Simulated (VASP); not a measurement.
Write the native input for VASP 6.6.1 that does the following.

- Task: single point
- Functional: PBE
- Potentials or basis: VASP PAW PBE potentials, release 64 (Hf_pv, Ge_d)
- Cutoff: 520 eV
- k mesh: 8 × 8 × 8
- Occupations: fermi-dirac, width 0.05 eV
- Spin: no spin polarisation
- Dipole correction: no
- Further INCAR settings: ALGO = Normal; EDIFF = 1e-07; NBANDS = 19

The structure of HfGe lies in POSCAR:

```
HfGe
1.0
    3.3517551278      0.0000000000      0.0000000000
    0.0000000000      3.3517551278      0.0000000000
    0.0000000000      0.0000000000      3.3517551278
Hf Ge
1 1
Direct
    0.0000000000      0.0000000000      0.0000000000
    0.5000000000      0.5000000000      0.5000000000
```

One way to write it, as run:

INCAR

```
  PREC = Accurate
  ENCUT = 520
  EDIFF = 1E-7
  ISMEAR = -1
  SIGMA = 0.05
  LREAL = F
  LASPH = T
  NELM = 60
  ALGO = Normal
  ISIF = 2
  LWAVE = F
  LCHARG = F
  GGA = PE
  NBANDS = 19
```

KPOINTS

```
regular mesh
0
Gamma
  8 8 8
```

Potentials or basis: VASP PAW PBE potentials, release 64 (Hf_pv, Ge_d).

The run is started by

```bash
$ cat potpaw_PBE.64/Hf_pv/POTCAR potpaw_PBE.64/Ge_d/POTCAR > POTCAR
$ mpirun -np 1 vasp_std > vasp.out
```

It gave:

```
Pressure               : -0.4 GPa
Band gap on the k mesh : zero (band 12 reaches 8.39 eV, above the bottom of band 13 at 6.05 eV)
```

Caveat: spin-orbit coupling is left out, which moves the levels of the heavy elements.

Wall time 40 s on 1 thread of Intel Xeon 6975P-C, with other jobs on the host, peak memory 0.17 GiB.
